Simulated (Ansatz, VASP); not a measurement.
**InBRh2: VASP beside Ansatz**

```
In B Rh
1.0
     3.21208    0.00000    0.00000
    -1.60604    2.78174    0.00000
     0.00000    0.00000    6.39115
In B Rh
1 1 2
Direct
  0.00000 0.00000 0.50000
  0.00000 0.00000 0.00000
  0.66667 0.33333 0.83140
  0.33333 0.66667 0.16860
```

Alike in both runs: functional PBE; k mesh 6 × 6 × 4; occupations gaussian, width 0.1 eV; no spin polarisation.

Ansatz relaxed the structure, and its values are those at the end. VASP's run is a single point on that final structure, the one shown.

```csv
,VASP,Ansatz
version,VASP 6.6.1,Ansatz 0.2.0
potentials or method,"VASP PAW PBE potentials, release 64 (In_d, B, Rh_pv), cutoff 520 eV","scalar-relativistic, plane waves, PAW"
valence electrons in the cell,46,50
```

VASP gave:

- gap on the k mesh at the Fermi level (eV): none
- pressure (GPa): 0.2

**Question.** What did Ansatz give for the same quantities?

**Answer.** gap on the k mesh at the Fermi level (eV): none; pressure (GPa): 0.1.

A gap of «none» marks a metal or a gap that the smearing closes. VASP's potentials hold 46 valence electrons a cell and Ansatz's 50, so a difference there can come from the potentials and not from the codes.

The k mesh is coarse, so the values compare programs but aren't converged.
